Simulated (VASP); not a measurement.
Input of a VASP 6.6.1 run:

File POSCAR:

```
Sb
1.0
    0.0000000000      2.3712425216      2.3712425216
    2.3712425216      0.0000000000      2.3712425216
    2.3712425216      2.3712425216      0.0000000000
Sb
1
Direct
    0.0000000000      0.0000000000      0.0000000000
```

INCAR.step1

```
SYSTEM = Sb
ALGO = Normal
EDIFF = 1E-5
ENCUT = 520
GGA = PE
ISIF = 2
ISMEAR = -1
LASPH = .TRUE.
LCHARG = .FALSE.
LREAL = .FALSE.
LWAVE = .TRUE.
NBANDS = 8
NELM = 80
PREC = Accurate
SIGMA = 0.05
```

INCAR.step2

```
SYSTEM = Sb
AEXX = 0.25
ALGO = Normal
EDIFF = 1E-6
ENCUT = 520
GGA = PE
ISIF = 2
ISMEAR = -1
ISTART = 1
LASPH = .TRUE.
LCHARG = .FALSE.
LHFCALC = .TRUE.
LREAL = .FALSE.
LWAVE = .FALSE.
NBANDS = 8
NELM = 80
PREC = Accurate
PRECFOCK = Normal
SIGMA = 0.05
```

The input KPOINTS:

```
k-points
0
G
  6 6 6
  0 0 0
```

Potentials or basis: VASP PAW PBE potentials, release 64 (Sb).

Command:

```sh
$ cat potpaw_PBE.64/Sb/POTCAR > POTCAR
$ cp INCAR.step1 INCAR
$ mpirun -np 1 vasp_std > vasp.out
$ cp INCAR.step2 INCAR
$ mpirun -np 1 vasp_std > vasp.out
```

(1) Predict the pressure.

Answers

(1) -1.8 GPa.

Caveat: the k points lie up to 0.38 Å⁻¹ apart; the PAW data sets were made with another functional, which shifts forces and pressure a little.
